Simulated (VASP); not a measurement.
# CaBe2O3 (P-6m2) in VASP: further runs, part 2 of 3

VASP 6.6.1.

### Step 3. Single point, PBE

This run uses another cell than the first one, of 14.15 Å³/atom, 1.309 times its volume.

Contents of INCAR:

```
SYSTEM = CaBe2O3
  PREC = Accurate
  ENCUT = 520
  EDIFF = 1E-7
  ISMEAR = 0
  SIGMA = 0.1
  LREAL = .FALSE.
  LASPH = .TRUE.
  NELM = 80
  ALGO = Normal
  ISIF = 2
  LWAVE = .FALSE.
  LCHARG = .FALSE.
  GGA = PE
  NBANDS = 25
```

Contents of KPOINTS:

```
Automatic mesh
0
G
  6 6 4
  0 0 0
```

Contents of POSCAR:

```
CaBe2O3
1.0
    3.5953412181     -0.0000000031      0.0000000000
   -1.7976706064      3.1136568317      0.0000000000
    0.0000000000      0.0000000000      7.5821311518
Ca Be O
1 2 3
Direct
    0.6666666667      0.3333333333      0.0000000000
    0.3333333333      0.6666666667      0.3736200697
    0.3333333333      0.6666666667      0.6263799303
    0.6666666667      0.3333333333      0.5000000000
    0.0000000000      0.0000000000      0.0000000000
    0.0000000000      0.0000000000      0.5000000000
```

Potentials or basis: VASP PAW PBE potentials, release 64 (Ca_sv, Be, O).

Command:

```
> cat potpaw_PBE.64/Ca_sv/POTCAR potpaw_PBE.64/Be/POTCAR potpaw_PBE.64/O/POTCAR > POTCAR
> mpirun -np 1 vasp_std > vasp.out
```

OUTCAR:

```text
SYSTEM = CaBe2O3
   PREC = Accurate
   ENCUT = 520
   EDIFF = 1E-7
   ISMEAR = 0
   LREAL = .FALSE.
   LASPH = .TRUE.
   NELM = 80
   ISIF = 2
   GGA = PE

 ion  position               nearest neighbor table
   1  0.667  0.333  0.000-   5 2.08   5 2.08   5 2.08
   2  0.333  0.667  0.374-   3 1.92
   3  0.333  0.667  0.626-   2 1.92
   4  0.667  0.333  0.500-
   5  0.000  0.000  0.000-   1 2.08   1 2.08   1 2.08
   6  0.000  0.000  0.500-

  LATTYP: Found a hexagonal cell.
 ALAT       =     3.5953412181
 C/A-ratio  =     2.1088766523

  Lattice vectors:

 A1 = (   3.5953412181,  -0.0000000031,   0.0000000000)
 A2 = (  -1.7976706064,   3.1136568317,   0.0000000000)
 A3 = (   0.0000000000,   0.0000000000,   7.5821311518)

Analysis of symmetry for initial positions (statically):
=====================================================================
 Subroutine PRICEL returns:
 Original cell was already a primitive cell.

 Routine SETGRP: Setting up the symmetry group for a
 hexagonal supercell.

 Subroutine GETGRP returns: Found 12 space group operations
 (whereof 12 operations were pure point group operations)
 out of a pool of 24 trial point group operations.

The static configuration has the point symmetry D_3h.

Analysis of symmetry for dynamics (positions and initial velocities):
=====================================================================
 Subroutine PRICEL returns:
 Original cell was already a primitive cell.

 Routine SETGRP: Setting up the symmetry group for a
 hexagonal supercell.

 Subroutine GETGRP returns: Found 12 space group operations
 (whereof 12 operations were pure point group operations)
 out of a pool of 24 trial point group operations.

[... 121 lines left out ...]
   IALGO  =     38    algorithm
   IMIX   =      4    mixing-type and parameters
     AMIX     =   0.40;   BMIX     =  1.00
     AMIX_MAG =   1.60;   BMIX_MAG =  1.00
  volume/ion in A,a.u.               =      14.15        95.47
  Fermi-wavevector in a.u.,A,eV,Ry     =   1.182653  2.234891 19.030044  1.398669
  Thomas-Fermi vector in A             =   2.318903
   LORBIT       =      0    0 simple, 1 ext, 2 COOP (PROOUT), +10 PAW based schemes
   GGA     = PE    functional components
   LHFCALC =     F    Hartree Fock is set to
   AEXX    =    0.0000 exact exchange contribution
   IVDW    =     0    specifies the selected vdW correction
   LEPSILON=     F    determine dielectric tensor
   LRPA    =     F    only Hartree local field effects (RPA)
 non-spin polarized calculation
 Gauss-broadening in eV      SIGMA  =   0.10
  energy-cutoff  :      520.00
  volume of cell :       84.88
 maximum number of plane-waves:      2321
 NGX is ok and might be reduce to    28
   NGX = 13   NGY = 13   NGZ = 29

 number of electron      31.9999988 magnetization

 Free energy of the ion-electron system (eV)
  ---------------------------------------------------
  ext. energy  EPLUGINS =         0.00000000
  ---------------------------------------------------
  free energy    TOTEN  =       -25.16989529 eV

  energy without entropy =      -25.16055945  energy(sigma->0) =      -25.16522737

 E-fermi :   2.6654     XC(G=0):  -9.1198

 val. band max:        2.6209422568   @ k =   0.1667  -0.0000   0.5000
 cond. band min:       2.6727484101   @ k =   0.3333   0.0000   0.2500
 fundamental gap:      0.0518061533
 Fermi energy:         2.6653849742

 k-point     1 :       0.0000    0.0000    0.0000
  band No.  band energies     occupation
      1     -36.0709      2.00000
      2     -17.5068      2.00000
      3     -17.3625      2.00000
      4     -17.0380      2.00000
      5     -17.0380      2.00000
      6     -14.4011      2.00000
[... 577 lines left out ...]
     24       7.5324      0.00000
     25       8.9662      0.00000

------------------------ aborting loop because EDIFF is reached ----------------------------------------

  FORCE on cell =-STRESS in cart. coord.  units (eV):
  Direction    XX          YY          ZZ          XY          YZ          ZX
  --------------------------------------------------------------------------------------
  -------------------------------------------------------------------------------------
  Total        0.1758257      0.1758257      0.1524598     -0.0000000     -0.0000000      0.0000000
  in kB        3.3188742      3.3188742      2.8778207     -0.0000000     -0.0000000      0.0000000
  external PRESSURE =       3.1718563 kB  Pullay stress =       0.0000000 kB

 VOLUME and BASIS-vectors are now :
 -----------------------------------------------------------------------------
  energy-cutoff  :      520.00
  volume of cell :       84.88
      direct lattice vectors                 reciprocal lattice vectors
     3.595341218 -0.000000003  0.000000000     0.278137718  0.160582886  0.000000000
    -1.797670606  3.113656832  0.000000000     0.000000000  0.321165772  0.000000000
     0.000000000  0.000000000  7.582131152     0.000000000  0.000000000  0.131889040

 POSITION                                       TOTAL-FORCE (eV/Angst)
 -----------------------------------------------------------------------------------
      1.79767      1.03789      0.00000         0.000000     -0.000000      0.000000
      0.00000      2.07577      2.83284         0.000000     -0.000000     -0.027381
      0.00000      2.07577      4.74929         0.000000     -0.000000      0.027381
      1.79767      1.03789      3.79107         0.000000     -0.000000      0.000000
      0.00000      0.00000      0.00000        -0.000000      0.000000      0.000000
      0.00000      0.00000      3.79107        -0.000000     -0.000000      0.000000
 -----------------------------------------------------------------------------------
    total drift:                                0.000001     -0.000001      0.000000

  FREE ENERGIE OF THE ION-ELECTRON SYSTEM (eV)
  ---------------------------------------------------
  free  energy   TOTEN  =       -25.1698952892 eV

  energy  without entropy=      -25.1605594451  energy(sigma->0) =      -25.16522737
```

OSZICAR:

```text
N       E                     dE             d eps       ncg     rms          rms(c)
DAV:   1     0.231110619484E+03    0.23111E+03   -0.15395E+04  1050   0.120E+03
DAV:   2    -0.915903433123E+01   -0.24027E+03   -0.22214E+03  1272   0.303E+02
DAV:   3    -0.312303390323E+02   -0.22071E+02   -0.21069E+02  1681   0.887E+01
DAV:   4    -0.319011824581E+02   -0.67084E+00   -0.66908E+00  1372   0.133E+01
DAV:   5    -0.319233697139E+02   -0.22187E-01   -0.22178E-01  1611   0.208E+00    0.150E+01
DAV:   6    -0.286942397866E+02    0.32291E+01   -0.32018E+01  1344   0.321E+01    0.152E+01
DAV:   7    -0.256398790977E+02    0.30544E+01   -0.12591E+01  1433   0.170E+01    0.505E+00
DAV:   8    -0.253251180167E+02    0.31476E+00   -0.14235E+00  1352   0.735E+00    0.226E+00
DAV:   9    -0.251745613890E+02    0.15056E+00   -0.38933E-01  1343   0.372E+00    0.673E-01
DAV:  10    -0.251700329694E+02    0.45284E-02   -0.40482E-02  1336   0.113E+00    0.298E-01
DAV:  11    -0.251701755471E+02   -0.14258E-03   -0.77799E-03  1454   0.649E-01    0.165E-01
DAV:  12    -0.251699793425E+02    0.19620E-03   -0.11310E-03  1389   0.276E-01    0.903E-02
DAV:  13    -0.251699029804E+02    0.76362E-04   -0.67809E-04  1396   0.171E-01    0.323E-02
DAV:  14    -0.251698899730E+02    0.13007E-04   -0.15182E-04  1380   0.695E-02    0.930E-03
DAV:  15    -0.251698948969E+02   -0.49239E-05   -0.13542E-05  1241   0.217E-02    0.581E-03
DAV:  16    -0.251698953733E+02   -0.47643E-06   -0.35921E-06  1621   0.123E-02    0.205E-03
DAV:  17    -0.251698952892E+02    0.84115E-07   -0.71041E-07  1242   0.489E-03
   1 F= -.25169895E+02 E0= -.25165227E+02  d E =-.933584E-02
```

stdout:

```text
POSCAR found type information on POSCAR CaBeO
 POSCAR found :  3 types and       6 ions
 scaLAPACK will be used
 LDA part: xc-table for (Slater+PW92), standard interpolation
 POSCAR, INCAR and KPOINTS ok, starting setup
 FFT: planning ... GRIDC
 FFT: planning ... GRID_SOFT
 FFT: planning ... GRID
 WAVECAR not read
 entering main loop
```

Run time: 51 s. Hardware: 1 thread of Intel Xeon Platinum 8259CL at 2.50GHz (Skylake/Cascade Lake), shared host; peak memory 0.21 GiB.

What came out:

| Quantity | Value |
| --- | --- |
| Free energy | -25.1699 eV |
| Pressure | 0.3 GPa |
| Largest force | 0.027 eV/Å |
| Band gap on the k mesh | zero (band 16 reaches 3.08 eV, above the bottom of band 17 at 1.26 eV) |

Forces on the atoms (eV/Å):
```
Ca   0.000  0.000  0.000
Be   0.000  0.000 -0.027
Be   0.000  0.000  0.027
O    0.000  0.000  0.000
O    0.000  0.000  0.000
O    0.000  0.000  0.000
```

Levels at points of the mesh, in eV from the Fermi level:
```tsv
k point	band 12	band 13	band 14	band 15	band 16	band 17	band 18	band 19	band 20	band 21
(0.00, 0.00, 0.00)	-3.10	-2.66	-2.39	-2.39	-2.31	-1.36	-0.11	1.20	5.46	6.05
(0.50, 0.00, 0.00)	-3.18	-2.55	-1.97	-1.38	0.13	0.57	0.74	2.21	2.41	4.52
(0.00, 0.00, 0.50)	-3.09	-3.09	-2.40	-2.40	-1.36	-0.97	-0.34	0.60	5.57	6.14
(0.50, 0.00, 0.50)	-2.97	-2.86	-1.97	-1.35	0.13	0.66	0.67	2.41	3.09	3.53
```

### Step 4. Relaxation of cell and atoms, PBE

Contents of INCAR:

```
ALGO     = Normal         # electronic algorithm
EDIFF    = 1E-6           # SCF threshold, eV
EDIFFG   = -0.04          # ionic threshold
ENCUT    = 600            # plane-wave cutoff, eV
GGA      = PE             # functional
IBRION   = 2              # ionic algorithm
ISIF     = 3              # what is computed and relaxed
ISMEAR   = 0              # smearing method
LASPH    = True           # aspherical terms in the spheres
LCHARG   = False          # write CHGCAR
LREAL    = False          # projectors in reciprocal space
LWAVE    = False          # write WAVECAR
NELM     = 80             # most SCF steps
NSW      = 90             # ionic steps
PREC     = Accurate       # precision mode
SIGMA    = 0.1            # smearing width, eV
```

Contents of KPOINTS:

```
k-points
0
Gamma
  6 6 4
```

Contents of POSCAR:

```
CaBe2O3
1.0
    3.3637879100      0.0000000000      0.0000000000
   -1.6818939500      2.9131257800      0.0000000000
    0.0000000000      0.0000000000      6.6167101100
Ca Be O
1 2 3
Direct
    0.6666666700      0.3333333300      0.0000000000
    0.3333333300      0.6666666700      0.2428220100
    0.3333333300      0.6666666700      0.7571779900
    0.6666666700      0.3333333300      0.5000000000
    0.0000000000      0.0000000000      0.0000000000
    0.0000000000      0.0000000000      0.5000000000
```

Potentials or basis: VASP PAW PBE potentials, release 64 (Ca_sv, Be, O).

Command:

```
> cat potpaw_PBE.64/Ca_sv/POTCAR potpaw_PBE.64/Be/POTCAR potpaw_PBE.64/O/POTCAR > POTCAR
> mpirun -np 1 vasp_std > vasp.out
```

OUTCAR:

```text
EDIFF = 1E-6
   EDIFFG = -0.04
   ENCUT = 600
   GGA = PE
   IBRION = 2
   ISIF = 3
   ISMEAR = 0
   LASPH = True
   LREAL = False
   NELM = 80
   NSW = 90
   PREC = Accurate

 ion  position               nearest neighbor table
   1  0.667  0.333  0.000-   5 1.94   5 1.94   5 1.94   3 2.52   2 2.52   3 2.52   2 2.52   2 2.52
                             3 2.52
   2  0.333  0.667  0.243-   1 2.52   1 2.52   1 2.52
   3  0.333  0.667  0.757-   1 2.52   1 2.52   1 2.52
   4  0.667  0.333  0.500-   6 1.94   6 1.94   6 1.94
   5  0.000  0.000  0.000-   1 1.94   1 1.94   1 1.94
   6  0.000  0.000  0.500-   4 1.94   4 1.94   4 1.94

  LATTYP: Found a hexagonal cell.
 ALAT       =     3.3637879100
 C/A-ratio  =     1.9670414090

  Lattice vectors:

 A1 = (   3.3637879100,   0.0000000000,   0.0000000000)
 A2 = (  -1.6818939500,   2.9131257800,   0.0000000000)
 A3 = (   0.0000000000,   0.0000000000,   6.6167101100)
[... 189 lines left out ...]
  Total       17.7650419     17.7650418     -0.4317106      0.0000000     -0.0000000      0.0000000
  in kB      438.9821569    438.9821560    -10.6677633      0.0000008     -0.0000000      0.0000000
  external PRESSURE =     289.0988499 kB  Pullay stress =       0.0000000 kB
[... 1084 lines left out ...]
     19       5.3784      0.00000
     20       7.4049      0.00000

[... ionic steps 4 to 21 ...]

--------------------------------------- Ionic step       22  -------------------------------------------

 number of electron      32.0000010 magnetization

------------------------ aborting loop because EDIFF is reached ----------------------------------------
[... 75 lines left out ...]
--------------------------------------- Ionic step       24  -------------------------------------------

 number of electron      32.0000008 magnetization

 Free energy of the ion-electron system (eV)
  ---------------------------------------------------
  ext. energy  EPLUGINS =         0.00000000
  ---------------------------------------------------
  free energy    TOTEN  =       -25.14925831 eV

  energy without entropy =      -25.13972706  energy(sigma->0) =      -25.14449268

 E-fermi :   2.6778     XC(G=0):  -9.1321

 val. band max:        2.6345524564   @ k =   0.1667   0.0000   0.5000
 cond. band min:       2.6866103346   @ k =   0.3333   0.0000   0.2500
 fundamental gap:      0.0520578782
 Fermi energy:         2.6777548685
[... 514 lines left out ...]
  FREE ENERGIE OF THE ION-ELECTRON SYSTEM (eV)
  ---------------------------------------------------
  free  energy   TOTEN  =       -25.1492583058 eV

  energy  without entropy=      -25.1397270620  energy(sigma->0) =      -25.14449268

 reached required accuracy - stopping structural energy minimisation
```

OSZICAR:

```text
N       E                     dE             d eps       ncg     rms          rms(c)
DAV:   1     0.270211578387E+03    0.27021E+03   -0.17554E+04   840   0.172E+03
DAV:   2     0.103712793753E+02   -0.25984E+03   -0.24992E+03   940   0.411E+02
DAV:   3    -0.223977204659E+02   -0.32769E+02   -0.30444E+02  1320   0.126E+02
[... 288 lines left out ...]
DAV:   5    -0.251492048746E+02    0.12423E-03   -0.98771E-04  1224   0.211E-01    0.498E-02
DAV:   6    -0.251492216872E+02   -0.16813E-04   -0.70496E-05  1004   0.737E-02    0.318E-02
DAV:   7    -0.251492604321E+02   -0.38745E-04   -0.80310E-05  1340   0.711E-02    0.113E-02
DAV:   8    -0.251492582573E+02    0.21748E-05   -0.77035E-06  1028   0.217E-02    0.366E-03
DAV:   9    -0.251492583058E+02   -0.48495E-07   -0.93182E-07   456   0.741E-03
  24 F= -.25149258E+02 E0= -.25144493E+02  d E =-.876866E-03
```

CONTCAR:

```text
CaBe2O3
   1.00000000000000
     3.5980103933006036    0.0000000000610758   -0.0000000000000000
    -1.7990051912492560    3.1159684003726293   -0.0000000000000000
    -0.0000000000000000    0.0000000000000000    7.5574037544735404
  Ca              Be              O
     1     2     3
Direct
     0.6666666699999979    0.3333333300000021    0.0000000000000000
     0.3333333300000021    0.6666666699999979    0.3729193979604274
     0.3333333300000021    0.6666666699999979    0.6270806020395727
     0.6666666699999979    0.3333333300000021    0.5000000000000000
     0.0000000000000000    1.0000000000000000    0.0000000000000000
     0.0000000000000000    0.0000000000000000    0.5000000000000000

  0.00000000E+00  0.00000000E+00  0.00000000E+00
  0.00000000E+00  0.00000000E+00  0.00000000E+00
  0.00000000E+00  0.00000000E+00  0.00000000E+00
  0.00000000E+00  0.00000000E+00  0.00000000E+00
  0.00000000E+00  0.00000000E+00  0.00000000E+00
  0.00000000E+00  0.00000000E+00  0.00000000E+00
```

Run time: 10 min. Hardware: 1 thread of Intel Xeon Platinum 8259CL at 2.50GHz (Skylake/Cascade Lake), shared host; peak memory 0.22 GiB.

Results:

```
Free energy                            : -25.1493 eV
Relaxed volume                         : 14.12 Å³/atom
Relaxed cell                           : a = 3.598 Å, b = 3.598 Å, c = 7.557 Å, α = 90.00°, β = 90.00°, γ = 120.00°
Space group after relaxing (to 0.05 Å) : P-6m2 (No. 187)
Energy gained by relaxing              : 1023.6 meV/atom
Ionic steps                            : 24
Pressure after relaxing                : 0.0 GPa
Largest force after relaxing           : 0.020 eV/Å
Band gap on the k mesh                 : zero (band 16 reaches 3.08 eV, above the bottom of band 17 at 1.27 eV)
```

Forces in eV/Å, atoms in the order of the input:
```
Ca   0.000  0.000  0.000
Be   0.000  0.000  0.020
Be   0.000  0.000 -0.020
O    0.000  0.000  0.000
O    0.000  0.000  0.000
O    0.000  0.000  0.000
```

The path:
| step | energy change (eV) | largest force (eV/Å) | pressure (GPa) | volume (Å³) |
| --- | --- | --- | --- | --- |
| 1 | 0.0000 | 4.4917 | 28.91 | 64.84 |
| 2 | -3.3134 | 2.9128 | -8.82 | 84.39 |
| 3 | -3.3237 | 2.8649 | -9.49 | 85.22 |
| 4 | -4.7124 | 2.7245 | -9.23 | 79.70 |
| 5 | 2.5861 | 29.6867 | 24.68 | 63.83 |
| 6 | -4.5305 | 2.8426 | -8.42 | 78.19 |
| 7 | -5.5443 | 0.5019 | -2.81 | 70.90 |
| 8 | -5.5508 | 0.8532 | -4.98 | 72.38 |
| 9 | -5.5712 | 0.2950 | -4.08 | 71.69 |
| 10 | -5.7759 | 0.3529 | 4.63 | 67.25 |
| 11 | -5.7765 | 0.3529 | 4.22 | 67.43 |
| 12 | -5.8962 | 0.3394 | 3.19 | 69.69 |
| 13 | -6.0480 | 0.2049 | 2.30 | 74.64 |
| 14 | -6.1050 | 0.4077 | 3.00 | 84.00 |
| 15 | -5.8460 | 0.9467 | -7.69 | 97.34 |
| 16 | -6.1331 | 0.0043 | -0.11 | 87.07 |
| 17 | -6.1332 | 0.0223 | 0.01 | 86.91 |
| 18 | -6.1332 | 0.0291 | 0.08 | 86.85 |
| 19 | -6.1361 | 0.2253 | -0.19 | 86.39 |
| 20 | -6.1362 | 0.1965 | -0.14 | 86.46 |
| 21 | -6.1388 | 0.1148 | -0.25 | 86.13 |
| 22 | -6.1407 | 0.0171 | -0.44 | 85.59 |
| 23 | -6.1407 | 0.0388 | -0.46 | 85.50 |
| 24 | -6.1416 | 0.0201 | 0.05 | 84.73 |

Final structure:
```
Ca Be O
1.0
     3.59801    0.00000    0.00000
    -1.79901    3.11597    0.00000
     0.00000    0.00000    7.55740
Ca Be O
1 2 3
Cartesian
  1.7990 1.0387 0.0000
  0.0000 2.0773 2.8183
  0.0000 2.0773 4.7391
  1.7990 1.0387 3.7787
  -1.7990 3.1160 0.0000
  0.0000 0.0000 3.7787
```

Caveat: the volume moved by over 15 % at a fixed basis, so the end points are rough.

### Step 5. Single point, PBE

This run uses another cell than the first one, of 14.28 Å³/atom, 1.321 times its volume.

Contents of INCAR:

```
SYSTEM = CaBe2O3
ALGO = Normal
EDIFF = 1E-7
ENCUT = 520
GGA = PE
ISIF = 2
ISMEAR = 0
LASPH = .True.
LCHARG = .False.
LREAL = .False.
LWAVE = .False.
NBANDS = 25
NELM = 100
PREC = Accurate
SIGMA = 0.1
```

Contents of KPOINTS:

```
k-points
0
Gamma
  12 12 6
  0 0 0
```

Contents of POSCAR:

```
CaBe2O3
1.0
    3.5975017909      0.0000000000      0.0000000000
   -1.7987508954      3.1155279411      0.0000000000
    0.0000000000      0.0000000000      7.6420166733
Ca Be O
1 2 3
Direct
    0.6666666667      0.3333333333      0.0000000000
    0.3333333333      0.6666666667      0.3745384803
    0.3333333333      0.6666666667      0.6254615197
    0.6666666667      0.3333333333      0.5000000000
    0.0000000000      0.0000000000      0.0000000000
    0.0000000000      0.0000000000      0.5000000000
```

Command:

```
> cat potpaw_PBE.64/Ca_sv/POTCAR potpaw_PBE.64/Be/POTCAR potpaw_PBE.64/O/POTCAR > POTCAR
> mpirun -np 1 vasp_std > vasp.out
```

It took 3 min on 1 thread of Intel Xeon Platinum 8259CL at 2.50GHz (Skylake/Cascade Lake), shared host; peak memory 0.3 GiB.

Results (log left out):

| Quantity | Value |
| --- | --- |
| Free energy | -25.1302 eV |
| Pressure | 0.2 GPa |
| Largest force | 0.004 eV/Å |
| Band gap on the k mesh | zero (band 16 reaches 3.14 eV, above the bottom of band 17 at 1.11 eV) |

Forces in eV/Å, atoms in the order of the input:
```
Ca   0.000  0.000  0.000
Be   0.000  0.000 -0.004
Be   0.000  0.000  0.004
O    0.000  0.000  0.000
O    0.000  0.000  0.000
O    0.000  0.000  0.000
```

Stress tensor (GPa, compression positive):
```
 0.38  0.00  0.00
 0.00  0.38  0.00
 0.00  0.00 -0.09
```

Levels at points of the mesh, in eV from the Fermi level:
```csv
k point,band 12,band 13,band 14,band 15,band 16,band 17,band 18,band 19,band 20,band 21
"(0.00, 0.00, 0.00)",-3.15,-2.71,-2.41,-2.41,-2.37,-1.37,-0.18,1.11,5.38,6.00
"(0.50, 0.00, 0.00)",-3.22,-2.60,-2.02,-1.39,0.13,0.52,0.67,2.15,2.37,4.49
"(0.00, 0.00, 0.50)",-3.14,-3.14,-2.41,-2.41,-1.37,-1.05,-0.40,0.50,5.50,6.09
"(0.50, 0.00, 0.50)",-3.01,-2.89,-2.02,-1.36,0.13,0.60,0.61,2.36,3.01,3.46
```

[end of part 2 of 3]
